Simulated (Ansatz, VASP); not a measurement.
**HfO2: VASP beside Ansatz**

```xyz
12
Lattice="5.1550 0.0639 0.0639 0.0639 5.1550 0.0639 0.0639 0.0639 5.1550" Properties=species:S:1:pos:R:3 pbc="T T T"
Hf    0.0795    0.0795    0.0795
Hf    5.2287    2.6980    2.6980
Hf    2.6980    5.2287    2.6980
Hf    2.6980    2.6980    5.2287
O     1.2483    1.2483    1.2483
O     1.5490    1.5490    3.7923
O     1.5490    3.7923    1.5490
O     1.2762    4.0846    4.0846
O     3.7923    1.5490    1.5490
O     4.0846    1.2762    4.0846
O     4.0846    4.0846    1.2762
O     3.7936    3.7936    3.7936
```

Alike in both runs: functional PBEsol; k mesh 4 × 4 × 4; no spin polarisation.

Ansatz relaxed the structure, and its values are those at the end. VASP's run is a single point on that final structure, the one shown.

|  | VASP | Ansatz |
| --- | --- | --- |
| version | VASP 6.6.1 | Ansatz 0.2.0 |
| potentials or method | VASP PAW PBE potentials, release 64 (Hf_pv, O), cutoff 600 eV | scalar-relativistic, plane waves, PAW |
| occupations | gaussian, width 0.01 eV | fixed |
| valence electrons in the cell | 88 | 152 |

Ansatz gave:

* gap on the k mesh at the Fermi level (eV): 4.16
* least direct gap on the mesh (eV): 4.16
* pressure (GPa): -10.4
* rms of the force components (eV/Å): 0.002

**Question.** What did VASP give for the same quantities?

**Answer.** gap on the k mesh at the Fermi level (eV): 4.13; least direct gap on the mesh (eV): 4.14; pressure (GPa): -13.6; rms of the force components (eV/Å): 0.012.

VASP's potentials were made for PBE, not for PBEsol. VASP's potentials hold 88 valence electrons a cell and Ansatz's 152, so a difference there can come from the potentials and not from the codes. Ansatz's warnings: stress scf threshold loose.

Spin-orbit coupling is off throughout.
